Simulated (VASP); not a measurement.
Set up this calculation in VASP 6.6.1, as the native input.

- Task: single point
- Functional: PBEsol
- Potentials or basis: VASP PAW PBE potentials, release 64 (Cd, Se)
- Cutoff: 520 eV
- k mesh: 10 × 10 × 10
- Occupations: gaussian, width 0.05 eV
- Spin: no spin polarisation
- Dipole correction: no
- Further INCAR settings: ALGO = Normal; EDIFF = 1e-06; NBANDS = 16

The structure of CdSe lies in POSCAR:

```
CdSe
1.0
    0.0000000000      3.0085804857      3.0085804857
    3.0085804857      0.0000000000      3.0085804857
    2.8537388767      2.8537388767      0.1548416090
Cd Se
1 1
Direct
    0.0000000000      0.0000000000      0.0000000000
    0.7500000000      0.7500000000      0.7500000000
```

The input as run:

INCAR

```
SYSTEM = CdSe
ALGO = Normal
EDIFF = 1E-6
ENCUT = 520
GGA = PS
ISIF = 2
ISMEAR = 0
LASPH = .True.
LCHARG = .False.
LREAL = .False.
LWAVE = .False.
NBANDS = 16
NELM = 100
PREC = Accurate
SIGMA = 0.05
```

KPOINTS

```
k-points
0
Gamma
  10 10 10
  0 0 0
```

Potentials or basis: VASP PAW PBE potentials, release 64 (Cd, Se).

Launch:

```console
$ cat potpaw_PBE.64/Cd/POTCAR potpaw_PBE.64/Se/POTCAR > POTCAR
$ mpirun -np 1 vasp_std > vasp.out
```

It gave:

```yaml
Pressure: 9.1 GPa
Largest_force: 1.296 eV/Å
Band_gap_on_the_k_mesh: 0.60 eV, direct
```

Caveat: the PAW data sets were made with another functional, which shifts forces and pressure a little.

Run time: 34 s on 1 thread of Intel(R) Xeon(R) Platinum 8559C (Emerald Rapids), on a shared host, peak memory 0.24 GiB.
